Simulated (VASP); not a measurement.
Cd:

```
CELL_PARAMETERS angstrom
2.95888 0.00000 0.00000
-1.47944 2.56246 0.00000
0.00000 0.00000 5.57995
ATOMIC_POSITIONS crystal
Cd 0.66667 0.33333 0.75000
Cd 0.33333 0.66667 0.25000
```

This cell differs from its parent crystal: volume scaled by 0.98.

Base run:

| Quantity | Value |
| --- | --- |
| Program | VASP 6.6.1 |
| Functional | PBE |
| Potentials or basis | VASP PAW PBE potentials, release 64 (Cd) |
| Cutoff | 520 eV |
| k mesh | 10 × 10 × 5 |
| Occupations | fermi-dirac, width 0.05 eV |
| Spin | no spin polarisation |

Its results: band gap on the k mesh zero (band 12 reaches 4.18 eV, above the bottom of band 13 at 0.11 eV); pressure 4.6 GPa.

**Question.** After a change of settings the same cell gave: band gap on the k mesh zero (band 12 reaches 3.97 eV, above the bottom of band 13 at -0.09 eV); pressure -0.1 GPa. Which change was it?
A. functional from PBE to PBEsol
B. functional from PBE to LDA; potentials or basis from VASP PAW PBE potentials, release 64 (Cd) to VASP PAW LDA potentials, release 64 (Cd)
C. functional from PBE to r2SCAN; further incar settings from ALGO = Normal; EDIFF = 1e-06; NBANDS = 19 to ALGO = Normal; EDIFF = 1e-07; NBANDS = 19

**Answer.** A.

PBEsol binds more tightly than PBE, so the same cell stands under less pressure.

Caveats: the PAW data sets were made with another functional, which shifts forces and pressure a little (some runs).
